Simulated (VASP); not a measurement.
Write the native input for VASP 6.6.1 that does the following.

```yaml
Task: single point
Functional: PBE
Potentials_or_basis: VASP PAW PBE potentials, release 64 (Ag)
Cutoff: 500 eV
k_mesh: 16 × 16 × 12
Occupations: gaussian, width 0.15 eV
Spin: no spin polarisation
Dipole_correction: no
Further_INCAR_settings: ALGO = Normal; EDIFF = 1e-06; NBANDS = 18
```

The structure of Ag lies in POSCAR:

```
Ag
1.0
    0.0000000000     -2.0431000000     -2.0431000000
    0.0000000000      2.0431000000     -2.0431000000
    4.0862000000      0.0000000000      0.0000000000
Ag
2
Direct
    0.5220253536      0.4779746464      0.5000000000
   -0.0220253536      0.0220253536      0.0000000000
```

One way to write it, as run:

INCAR

```
SYSTEM = Ag
  PREC = Accurate
  ENCUT = 500
  EDIFF = 1E-6
  ISMEAR = 0
  SIGMA = 0.15
  LREAL = .FALSE.
  LASPH = .TRUE.
  NELM = 120
  ALGO = Normal
  ISIF = 2
  LWAVE = .FALSE.
  LCHARG = .FALSE.
  GGA = PE
  NBANDS = 18
  GGA_COMPAT = .FALSE.
```

KPOINTS

```
Automatic mesh
0
G
  16 16 12
  0 0 0
```

Potentials or basis: VASP PAW PBE potentials, release 64 (Ag).

The run is started by

```console
$ cat potpaw_PBE.64/Ag/POTCAR > POTCAR
$ mpirun -np 1 vasp_std > vasp.out
```

Results of the run:

* Pressure: 5.3 GPa
* Largest force: 0.503 eV/Å
* Band gap on the k mesh: zero (band 11 reaches 14.10 eV, above the bottom of band 12 at 5.09 eV)

Wall time 4.7 min on 1 thread of Intel Xeon 8259CL, on a shared host, peak memory 0.34 GiB.
